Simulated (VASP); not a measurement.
# Rh (Im-3m) in VASP: notebook

The runs below take Rh through relaxation of cell and atoms, with r2SCAN.

Everything below comes from runs of VASP 6.6.1. Logs are shortened: lines on timing, memory, paths and dates and some standing lists are left out, and cuts for length are marked.

## (1) The cell of the first run

The structure is cubic, space group Im-3m (No. 229). The conventional cell has a = 3.010 Å, b = 3.010 Å, c = 3.010 Å, α = 90.00°, β = 90.00°, γ = 90.00°. Rh (site symmetry m-3m) has 14 Rh at 2.61 to 3.01 Å within 3.4 Å.

## (2) Relaxation of cell and atoms, r2SCAN, target pressure 20 GPa, at which the enthalpy is minimised

Input file POSCAR:

```
Rh
1.0
    1.5050000000      1.5050000000      1.5050000000
   -1.5050000000      1.5050000000      1.5050000000
   -1.5050000000     -1.5050000000      1.5050000000
Rh
1
Direct
    0.0000000000      0.0000000000      0.0000000000
```

Input file INCAR.step1:

```
SYSTEM = Rh
  PREC = Accurate
  ENCUT = 600
  ISMEAR = 0
  SIGMA = 0.1
  LREAL = .FALSE.
  LASPH = .TRUE.
  NELM = 80
  GGA = PE
  ALGO = Normal
  EDIFF = 1E-4
  LWAVE = .TRUE.
  LCHARG = .FALSE.
```

Input file INCAR.step2:

```
SYSTEM = Rh
  PREC = Accurate
  ENCUT = 600
  EDIFF = 1E-6
  ISMEAR = 0
  SIGMA = 0.1
  LREAL = .FALSE.
  LASPH = .TRUE.
  NELM = 80
  ALGO = Normal
  ISIF = 3
  LWAVE = .FALSE.
  LCHARG = .FALSE.
  METAGGA = R2SCAN
  LMIXTAU = .TRUE.
  IBRION = 2
  NSW = 80
  EDIFFG = -0.02
  PSTRESS = 200.0
  ISTART = 1
```

Input file KPOINTS:

```
Automatic mesh
0
G
  10 10 10
  0 0 0
```

Potentials or basis: VASP PAW PBE potentials, release 64 (Rh_pv).

On the command line:

```bash
$ cat potpaw_PBE.64/Rh_pv/POTCAR > POTCAR
$ cp INCAR.step1 INCAR
$ mpirun -np 1 vasp_std > vasp.out
$ cp INCAR.step2 INCAR
$ mpirun -np 1 vasp_std > vasp.out
```

OUTCAR:

```text
SYSTEM = Rh
   PREC = Accurate
   ENCUT = 600
   EDIFF = 1E-6
   ISMEAR = 0
   LREAL = .FALSE.
   LASPH = .TRUE.
   NELM = 80
   ISIF = 3
   METAGGA = R2SCAN
   IBRION = 2
   NSW = 80
   EDIFFG = -0.02
   PSTRESS = 200.0
   ISTART = 1

 ion  position               nearest neighbor table
   1  0.000  0.000  0.000-

  LATTYP: Found a body centered cubic cell.
 ALAT       =     3.0100000000

  Lattice vectors:

 A1 = (   1.5050000000,  -1.5050000000,  -1.5050000000)
 A2 = (   1.5050000000,   1.5050000000,   1.5050000000)
 A3 = (  -1.5050000000,  -1.5050000000,   1.5050000000)

Analysis of symmetry for initial positions (statically):
=====================================================================
 Subroutine PRICEL returns:
 Original cell was already a primitive cell.

 Routine SETGRP: Setting up the symmetry group for a
 body centered cubic supercell.

 Subroutine GETGRP returns: Found 48 space group operations
 (whereof 48 operations were pure point group operations)
 out of a pool of 48 trial point group operations.

The static configuration has the point symmetry O_h .

Analysis of symmetry for dynamics (positions and initial velocities):
=====================================================================
 Subroutine PRICEL returns:
 Original cell was already a primitive cell.

 Routine SETGRP: Setting up the symmetry group for a
 body centered cubic supercell.

 Subroutine GETGRP returns: Found 48 space group operations
 (whereof 48 operations were pure point group operations)
 out of a pool of 48 trial point group operations.

The dynamic configuration has the point symmetry O_h .

 Subroutine INISYM returns: Found 48 space group operations
 (whereof 48 operations are pure point group operations),
 and found     1 'primitive' translations

----------------------------------------------------------------------------------------

                                     Primitive cell

  volume of cell :      13.6355

  direct lattice vectors                    reciprocal lattice vectors
     1.505000000  1.505000000  1.505000000     0.332225914  0.000000000  0.332225914
    -1.505000000  1.505000000  1.505000000    -0.332225914  0.332225914  0.000000000
    -1.505000000 -1.505000000  1.505000000     0.000000000 -0.332225914  0.332225914

  length of vectors
     2.606736465  2.606736465  2.606736465     0.469838393  0.469838393  0.469838393

  position of ions in fractional coordinates (direct lattice)
     0.000000000  0.000000000  0.000000000

  ion indices of the primitive-cell ions
   primitive index   ion index
                 1           1

----------------------------------------------------------------------------------------

 KPOINTS: Automatic mesh

Automatic generation of k-mesh.
 Grid dimensions read from file:
 generate k-points for:   10   10   10

 Generating k-lattice:

  Cartesian coordinates                     Fractional coordinates (reciprocal lattice)
     0.033222591  0.000000000  0.033222591     0.100000000  0.000000000  0.000000000
    -0.033222591  0.033222591  0.000000000     0.000000000  0.100000000  0.000000000
     0.000000000 -0.033222591  0.033222591     0.000000000  0.000000000  0.100000000

  Length of vectors
     0.046983839  0.046983839  0.046983839

  Shift w.r.t. Gamma in fractional coordinates (k-lattice)
     0.000000000  0.000000000  0.000000000

 Subroutine IBZKPT returns following result:
 ===========================================

 Found     47 irreducible k-points:

 Following reciprocal coordinates:
            Coordinates               Weight
  0.000000  0.000000  0.000000      1.000000
  0.100000  0.000000  0.000000     12.000000
  0.200000  0.000000  0.000000     12.000000
  0.300000  0.000000  0.000000     12.000000
  0.400000  0.000000  0.000000     12.000000
  0.500000  0.000000  0.000000      6.000000
[... 16 lines left out ...]
  0.100000  0.300000  0.100000      8.000000
  0.500000  0.300000  0.100000     24.000000
 [... further k-points ...]
   k-points           NKPTS =     47   k-points in BZ     NKDIM =     47   number of bands    NBANDS=     11
   number of dos      NEDOS =    301   number of ions     NIONS =      1
   total plane-waves  NPLWV =  13824
   dimension x,y,z NGX =    24 NGY =   24 NGZ =   24
   dimension x,y,z NGXF=    48 NGYF=   48 NGZF=   48
   ions per type =               1
   NGX,Y,Z   is equivalent  to a cutoff of  15.31, 15.31, 15.31 a.u.
   NGXF,Y,Z  is equivalent  to a cutoff of  30.61, 30.61, 30.61 a.u.
 SYSTEM =  Rh
   PREC   = accura    normal or accurate (medium, high low for compatibility)
   ISTART =      1    job   : 0-new  1-cont  2-samecut
   ICHARG =      0    charge: 1-file 2-atom 10-const
   ISPIN  =      1    spin polarized calculation?
   LNONCOLLINEAR =      F non collinear calculations
   LSORBIT =      F    spin-orbit coupling
   LASPH  =      T    aspherical Exc in radial PAW
   ENCUT  =  600.0 eV  44.10 Ry    6.64 a.u.   5.21  5.21  5.21*2*pi/ulx,y,z
   NELM   =     80;   NELMIN=  2; NELMDL=  0     # of ELM steps
   EDIFF  = 0.1E-05   stopping-criterion for ELM
   LREAL  =      F    real-space projection
   EDIFFG = -.2E-01   stopping-criterion for IOM
   NSW    =     80    number of steps for IOM
   IBRION =      2    ionic relax: 0-MD 1-quasi-New 2-CG
   NFREE  =      1    steps in history (QN), initial steepest desc. (CG)
   ISIF   =      3    stress and relaxation
   ISYM   =      2    0-nonsym 1-usesym 2-fastsym
   POTIM  = 0.5000    time-step for ionic-motion
   TEBEG  =    0.0;   TEEND  =   0.0 temperature during run
   PSTRESS=  200.0 pullay stress
   NELECT =      15.0000    total number of electrons
   NUPDOWN=      -1.0000    fix difference up-down
   EMIN   =  10.00;   EMAX   =-10.00  energy-range for DOS
   EFERMI =   0.00;   METHOD = LEGACY
   ISMEAR =     0;   SIGMA  =   0.10  broadening in eV -4-tet -1-fermi 0-gaus
   EFERMI_NEDOS =   21; number of points for ismear=-14 and -15
   IALGO  =     38    algorithm
   IMIX   =      4    mixing-type and parameters
     AMIX     =   0.40;   BMIX     =  1.00
     AMIX_MAG =   1.60;   BMIX_MAG =  1.00
  volume/ion in A,a.u.               =      13.64        92.02
  Fermi-wavevector in a.u.,A,eV,Ry     =   1.689982  3.193603 38.858773  2.856039
  Thomas-Fermi vector in A             =   2.772011
   LORBIT       =      0    0 simple, 1 ext, 2 COOP (PROOUT), +10 PAW based schemes
   METAGGA = R2SCAN    functional components
   LHFCALC =     F    Hartree Fock is set to
   AEXX    =    0.0000 exact exchange contribution
   IVDW    =     0    specifies the selected vdW correction
   LEPSILON=     F    determine dielectric tensor
   LRPA    =     F    only Hartree local field effects (RPA)
 conjugate gradient relaxation of ions
 non-spin polarized calculation
 Gauss-broadening in eV      SIGMA  =   0.10
  energy-cutoff  :      600.00
  volume of cell :       13.64
 maximum number of plane-waves:       468
 NGX is ok and might be reduce to    24
   NGX = 11   NGY = 11   NGZ = 11

--------------------------------------- Ionic step        1  -------------------------------------------

 number of electron      15.0000000 magnetization

 Free energy of the ion-electron system (eV)
  ---------------------------------------------------
  ext. energy  EPLUGINS =         0.00000000
  ---------------------------------------------------
  free energy    TOTEN  =       -23.76481130 eV

  energy without entropy =      -23.75477560  energy(sigma->0) =      -23.75979345

------------------------ aborting loop because EDIFF is reached ----------------------------------------

  FORCE on cell =-STRESS in cart. coord.  units (eV):
  Direction    XX          YY          ZZ          XY          YZ          ZX
  --------------------------------------------------------------------------------------
  -------------------------------------------------------------------------------------
  Total        0.9061657      0.9061657      0.9061657      0.0000000     -0.0000000     -0.0000000
  in kB      106.4752631    106.4752631    106.4752631      0.0000000     -0.0000000     -0.0000000
  external PRESSURE =     -93.5247369 kB  Pullay stress =     200.0000000 kB

 VOLUME and BASIS-vectors are now :
 -----------------------------------------------------------------------------
  energy-cutoff  :      600.00
  volume of cell :       13.64
      direct lattice vectors                 reciprocal lattice vectors
     1.505000000  1.505000000  1.505000000     0.332225914  0.000000000  0.332225914
    -1.505000000  1.505000000  1.505000000    -0.332225914  0.332225914  0.000000000
    -1.505000000 -1.505000000  1.505000000     0.000000000 -0.332225914  0.332225914
[... 81 lines left out ...]
  FREE ENERGIE OF THE ION-ELECTRON SYSTEM (eV)
  ---------------------------------------------------
  free  energy   TOTEN  =       -23.7306043275 eV

  energy  without entropy=      -23.7208079728  energy(sigma->0) =      -23.72570615

  enthalpy is  TOTEN    =       -22.0740467461 eV   P V=        1.6565575814

--------------------------------------- Ionic step        4  -------------------------------------------

 number of electron      15.0000002 magnetization

 Free energy of the ion-electron system (eV)
  ---------------------------------------------------
  ext. energy  EPLUGINS =         0.00000000
  ---------------------------------------------------
  free energy    TOTEN  =       -23.72867683 eV

  energy without entropy =      -23.71889500  energy(sigma->0) =      -23.72378591

 E-fermi :  12.2135     XC(G=0): -15.4297

 val. band max:       12.1641701908   @ k =   0.4000   0.1000   0.0000
 cond. band min:      12.2295299649   @ k =   0.2000   0.1000   0.1000
 fundamental gap:      0.0653597740
 Fermi energy:        12.2135210502

 k-point     1 :       0.0000    0.0000    0.0000
  band No.  band energies     occupation
      1     -35.2405      2.00000
      2     -35.2405      2.00000
      3     -35.2405      2.00000
      4       3.9997      2.00000
      5       8.9980      2.00000
      6       8.9980      2.00000
      7       8.9980      2.00000
      8      11.6703      2.00000
      9      11.6703      2.00000
     10      30.1711      0.00000
     11      31.6782      0.00000

 k-point     2 :       0.1000    0.0000    0.0000
  band No.  band energies     occupation
      1     -35.3308      2.00000
      2     -35.2698      2.00000
      3     -35.2407      2.00000
      4       4.4518      2.00000
      5       8.8105      2.00000
      6       8.9908      2.00000
      7       9.3716      2.00000
      8      11.4523      2.00000
      9      11.6852      2.00000
     10      30.1711      0.00000
     11      31.8344      0.00000
[... 295 lines left out ...]
 k-point    24 :       0.5000    0.3000    0.1000
  band No.  band energies     occupation
      1     -35.9841      2.00000
      2     -35.7180      2.00000
      3     -35.3885      2.00000
      4       7.3465      2.00000
      5       7.6719      2.00000
      6       8.8769      2.00000
      7      11.2316      2.00000
      8      12.6493      0.00000
      9      17.6241      0.00000
     10      24.8339      0.00000
     11      25.8311      0.00000

 [... further k-points ...]
[... 5 lines left out ...]
  --------------------------------------------------------------------------------------
  -------------------------------------------------------------------------------------
  Total        1.6633255      1.6633255      1.6633255     -0.0000000      0.0000000      0.0000000
  in kB      201.0530666    201.0530666    201.0530666     -0.0000000      0.0000000      0.0000000
  external PRESSURE =       1.0530666 kB  Pullay stress =     200.0000000 kB

 VOLUME and BASIS-vectors are now :
 -----------------------------------------------------------------------------
  energy-cutoff  :      600.00
  volume of cell :       13.25
      direct lattice vectors                 reciprocal lattice vectors
     1.490867485  1.490867485  1.490867485     0.335375213  0.000000000  0.335375213
    -1.490867485  1.490867485  1.490867485    -0.335375213  0.335375213  0.000000000
    -1.490867485 -1.490867485  1.490867485     0.000000000 -0.335375213  0.335375213

 POSITION                                       TOTAL-FORCE (eV/Angst)
 -----------------------------------------------------------------------------------
     -1.49087     -1.49087      1.49087         0.000000      0.000000     -0.000000
 -----------------------------------------------------------------------------------
    total drift:                               -0.000000     -0.000000      0.000000

  FREE ENERGIE OF THE ION-ELECTRON SYSTEM (eV)
  ---------------------------------------------------
  free  energy   TOTEN  =       -23.7286768307 eV

  energy  without entropy=      -23.7188949974  energy(sigma->0) =      -23.72378591

  enthalpy is  TOTEN    =       -22.0740634436 eV   P V=        1.6546133871

 reached required accuracy - stopping structural energy minimisation
```

Wall time 94 s (1 thread of Intel Xeon 6975P-C, shared host); peak memory 0.15 GiB.

What came out:

```yaml
Free_energy: -23.7287 eV
Relaxed_volume: 13.25 Å³/atom
Relaxed_cell: a = 2.582 Å, b = 2.582 Å, c = 2.582 Å, α = 70.53°, β = 109.47°, γ = 70.53°
Space_group_after_relaxing_to_0.05_Å: Im-3m (No. 229)
Energy_change_on_relaxing_the_enthalpy_is_what_falls: +36.1 meV/atom
Ionic_steps: 4
Pressure_after_relaxing: 20.1 GPa
```

Step by step:
```tsv
step	energy change (eV)	largest force (eV/Å)	pressure (GPa)	volume (Å³)
1	0.0000	0.0000	10.65	13.64
2	0.3042	0.0000	59.09	12.12
3	0.0342	0.0000	19.52	13.27
4	0.0361	0.0000	20.11	13.25
```

Final structure:
```
Rh
1.0
     1.49087    1.49087    1.49087
    -1.49087    1.49087    1.49087
    -1.49087   -1.49087    1.49087
Rh
1
Direct
  0.00000 0.00000 0.00000
```

Caveat: the cell is relaxed towards a set pressure, so the enthalpy falls and the energy may rise; the PAW data sets were made with another functional, which shifts forces and pressure a little.

## (3) Relaxation of cell and atoms, r2SCAN, target pressure 40 GPa, at which the enthalpy is minimised

POSCAR is that of step 2.

Input file INCAR.step1:

```
PREC = Accurate
ENCUT = 600
ISMEAR = 0
SIGMA = 0.1
LREAL = False
LASPH = True
NELM = 100
GGA = PE
ALGO = Normal
EDIFF = 1E-4
LWAVE = True
LCHARG = False
```

Input file INCAR.step2:

```
PREC = Accurate
ENCUT = 600
EDIFF = 1E-7
ISMEAR = 0
SIGMA = 0.1
LREAL = False
LASPH = True
NELM = 100
ALGO = Normal
ISIF = 3
LWAVE = False
LCHARG = False
METAGGA = R2SCAN
LMIXTAU = True
IBRION = 2
NSW = 80
EDIFFG = -0.02
PSTRESS = 400.0
ISTART = 1
```

Input file KPOINTS:

```
regular mesh
0
Gamma
  10 10 10
```

Potentials or basis: VASP PAW PBE potentials, release 64 (Rh_pv).

On the command line:

```bash
$ cat potpaw_PBE.64/Rh_pv/POTCAR > POTCAR
$ cp INCAR.step1 INCAR
$ mpirun -np 1 vasp_std > vasp.out
$ cp INCAR.step2 INCAR
$ mpirun -np 1 vasp_std > vasp.out
```

Wall time 2.5 min (1 thread of Intel Xeon 6975P-C, shared host); peak memory 0.16 GiB.

Results (log left out):

- Free energy: -23.6097 eV
- Relaxed volume: 12.61 Å³/atom
- Relaxed cell: a = 2.540 Å, b = 2.540 Å, c = 2.540 Å, α = 70.53°, β = 109.47°, γ = 70.53°
- Space group after relaxing (to 0.05 Å): Im-3m (No. 229)
- Energy change on relaxing (the enthalpy is what falls): +155.1 meV/atom
- Ionic steps: 5
- Pressure after relaxing: 40.0 GPa

The path:
```tsv
step	energy change (eV)	largest force (eV/Å)	pressure (GPa)	volume (Å³)
1	0.0000	0.0000	10.66	13.64
2	3.1036	0.0000	307.82	9.28
3	0.1241	0.0000	35.46	12.74
4	0.1442	0.0000	38.44	12.65
5	0.1551	0.0000	39.99	12.61
```

Final structure:
```yaml
crystal:
  lattice:
    - [1.46628, 1.46628, 1.46628]
    - [-1.46628, 1.46628, 1.46628]
    - [-1.46628, -1.46628, 1.46628]
  atoms:
    - { symbol: Rh, position: [0.00000, 0.00000, 0.00000] }
```

Levels at points of the mesh, in eV from the Fermi level:
```tsv
k point	band 4	band 5	band 6	band 7	band 8	band 9	band 10	band 11
(0.00, 0.00, 0.00)	-8.58	-3.47	-3.47	-3.47	-0.60	-0.60	17.94	19.50
(0.50, 0.00, 0.00)	-6.93	-5.31	-0.61	-0.13	1.54	2.03	11.13	17.94
(0.50, 0.50, 0.50)	-7.11	-7.11	1.40	1.40	1.40	10.65	10.65	10.65
```

Caveat: the cell is relaxed towards a set pressure, so the enthalpy falls and the energy may rise; the PAW data sets were made with another functional, which shifts forces and pressure a little.

## (4) Relaxation of cell and atoms, r2SCAN, target pressure 60 GPa, at which the enthalpy is minimised

POSCAR is that of step 3.

Input file INCAR.step1:

```
SYSTEM = Rh
  PREC = Accurate
  ENCUT = 600
  ISMEAR = 0
  SIGMA = 0.1
  LREAL = .FALSE.
  LASPH = .TRUE.
  NELM = 60
  GGA = PE
  ALGO = Normal
  EDIFF = 1E-4
  LWAVE = .TRUE.
  LCHARG = .FALSE.
```

Input file INCAR.step2:

```
SYSTEM = Rh
  PREC = Accurate
  ENCUT = 600
  EDIFF = 1E-7
  ISMEAR = 0
  SIGMA = 0.1
  LREAL = .FALSE.
  LASPH = .TRUE.
  NELM = 60
  ALGO = Normal
  ISIF = 3
  LWAVE = .FALSE.
  LCHARG = .FALSE.
  METAGGA = R2SCAN
  LMIXTAU = .TRUE.
  IBRION = 2
  NSW = 80
  EDIFFG = -0.02
  PSTRESS = 600.0
  ISTART = 1
```

Input file KPOINTS:

```
Automatic mesh
0
G
  10 10 10
  0 0 0
```

On the command line:

```bash
$ cat potpaw_PBE.64/Rh_pv/POTCAR > POTCAR
$ cp INCAR.step1 INCAR
$ mpirun -np 1 vasp_std > vasp.out
$ cp INCAR.step2 INCAR
$ mpirun -np 1 vasp_std > vasp.out
```

Wall time 2.3 min (1 thread of Intel Xeon 6975P-C, shared host); peak memory 0.16 GiB.

It converged, with:

| Property | Result |
| --- | --- |
| Free energy | -23.4517 eV |
| Relaxed volume | 12.10 Å³/atom |
| Relaxed cell | a = 2.505 Å, b = 2.505 Å, c = 2.505 Å, α = 70.53°, β = 109.47°, γ = 70.53° |
| Space group after relaxing (to 0.05 Å) | Im-3m (No. 229) |
| Energy change on relaxing (the enthalpy is what falls) | +313.1 meV/atom |
| Ionic steps | 5 |
| Pressure after relaxing | 60.2 GPa |

The path:
```tsv
step	energy change (eV)	largest force (eV/Å)	pressure (GPa)	volume (Å³)
1	0.0000	0.0000	10.66	13.64
2	11.9269	0.0000	1040.84	6.91
3	0.2008	0.0000	46.23	12.44
4	0.2510	0.0000	52.66	12.28
5	0.3131	0.0000	60.16	12.10
```

Final structure:
```xyz
1
Lattice="1.4463 1.4463 1.4463 -1.4463 1.4463 1.4463 -1.4463 -1.4463 1.4463" Properties=species:S:1:pos:R:3 pbc="T T T"
Rh    0.0000    0.0000    0.0000
```

Levels at points of the mesh, in eV from the Fermi level:
| k point | band 5 | band 6 | band 7 | band 8 | band 9 | band 10 | band 11 |
| --- | --- | --- | --- | --- | --- | --- | --- |
| (0.00, 0.00, 0.00) | -3.69 | -3.69 | -3.69 | -0.65 | -0.65 | 17.94 | 19.52 |
| (0.50, 0.00, 0.00) | -5.65 | -0.65 | -0.14 | 1.56 | 2.17 | 11.69 | 15.54 |
| (0.50, 0.50, 0.50) | -7.57 | 1.49 | 1.49 | 1.49 | 10.90 | 10.90 | 10.90 |

Caveat: the cell is relaxed towards a set pressure, so the enthalpy falls and the energy may rise; the PAW data sets were made with another functional, which shifts forces and pressure a little.

## (5) Summary

```csv
cell,gap on the mesh (eV),pressure (GPa)
relaxed to 20 GPa,none,20.1
relaxed to 40 GPa,none,40.0
relaxed to 60 GPa,none,60.2
```

Alike in all rows: task relaxation of cell and atoms; level r2SCAN; potentials or basis VASP PAW PBE potentials, release 64 (Rh_pv); no spin polarisation; k mesh 10 × 10 × 10; cutoff (eV) 600; smearing gaussian 0.1 eV.

Caveats: the cell is relaxed towards a set pressure, so the enthalpy falls and the energy may rise; the PAW data sets were made with another functional, which shifts forces and pressure a little.

Total energies depend on the potentials used, so only differences within one code and one set of settings carry meaning.
